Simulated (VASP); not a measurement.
Input of a VASP 6.6.1 run:

The input INCAR:

```
SYSTEM = RbBr
ALGO = Normal
EDIFF = 1E-6
EDIFFG = -0.005
ENCUT = 600
GGA = CA
IBRION = 2
ISIF = 3
ISMEAR = -1
LASPH = .True.
LCHARG = .False.
LREAL = .False.
LWAVE = .False.
NELM = 80
NSW = 80
PREC = Accurate
SIGMA = 0.02
```

KPOINTS

```
k-points
0
Gamma
  6 6 4
  0 0 0
```

POSCAR

```
RbBr
1.0
    4.8535110663      0.0000000000      0.0000000000
   -2.4267555331      4.2032638809      0.0000000000
    0.0000000000      0.0000000000      8.5020177377
Rb Br
2 2
Direct
    0.0000000000      0.0000000000      0.0000000000
    0.0000000000      0.0000000000      0.5000000000
    0.3333333333      0.6666666667      0.2500000000
    0.6666666667      0.3333333333      0.7500000000
```

Potentials or basis: VASP PAW LDA potentials, release 64 (Rb_sv, Br).

Run with:

```bash
$ cat potpaw_LDA.64/Rb_sv/POTCAR potpaw_LDA.64/Br/POTCAR > POTCAR
$ mpirun -np 1 vasp_std > vasp.out
```

(1) Predict the relaxed volume.

(2) Predict the band gap on the k mesh.

(3) What does it give for the space group after relaxing (to 0.1 Å)?

## Answers

(1) 37.15 Å³/atom.

(2) 4.10 eV.

(3) P6_3/mmc (No. 194).
